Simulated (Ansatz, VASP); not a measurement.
**CdSe in VASP and in Ansatz**

Contents of INCAR:

```
ALGO = Normal
EDIFF = 1E-6
ENCUT = 520
GGA = PE
GGA_COMPAT = F
ISIF = 2
ISMEAR = 1
IVDW = 13
LASPH = T
LCHARG = F
LORBIT = 11
LORBMOM = T
LREAL = F
LSORBIT = T
LWAVE = F
MAGMOM = 0 0 0 0 0 0
NBANDS = 30
NELM = 150
PREC = Accurate
SIGMA = 0.1
```

KPOINTS

```
k-points
0
Gamma
  8 8 8
```

The input POSCAR:

```
CdSe
1.0
    0.0000000000      2.8739580000      2.8739580000
    2.8739580000      0.0000000000      2.8739580000
    2.8739580000      2.8739580000      0.0000000000
Cd Se
1 1
Direct
    0.0000000000      0.0000000000      0.0000000000
    0.5000000000      0.5000000000      0.5000000000
```

The input input.yaml:

```yaml
crystal:
  lattice:
    - [0.0, 2.873958, 2.873958]
    - [2.873958, 0.0, 2.873958]
    - [2.873958, 2.873958, 0.0]
  atoms:
    - { symbol: Cd, position: [0.0, 0.0, 0.0] }
    - { symbol: Se, position: [0.5, 0.5, 0.5] }
hamiltonian:
  xc: pbe
  pseudopotentials: { kind: paw_fr }
  dispersion: d4
magnetization:
  noncollinear: true
  spin_orbit: true
kpoints:
  mp_grid: { grid: [8, 8, 8] }
scf:
  occupations: { method: methfessel_paxton, width: 0.1 }
output:
  forces: true
  stress: true
  eigenvalues: true
  bader: true
  populations: intrinsic
```

Alike in both runs: functional PBE; dispersion D4; k mesh 8 × 8 × 8; occupations methfessel-paxton of order 1, width 0.1 eV; non-collinear spin, spin-orbit coupling.

```csv
,VASP,Ansatz
version,VASP 6.6.1,Ansatz 0.2.0
potentials or method,"VASP PAW PBE potentials, release 64 (Cd, Se)",Ansatz PAW
plane-wave cutoff (eV),520,420
valence electrons in the cell,18,36
task,single point,atomic charges
```

```csv
,VASP,Ansatz,Ansatz less VASP
pressure (GPa),-2.5,-2.9,-0.34
net moment per atom (μB),0.00,0.00,0.000
```

VASP's potentials hold 18 valence electrons a cell and Ansatz's 36, so a difference there can come from the potentials and not from the codes.
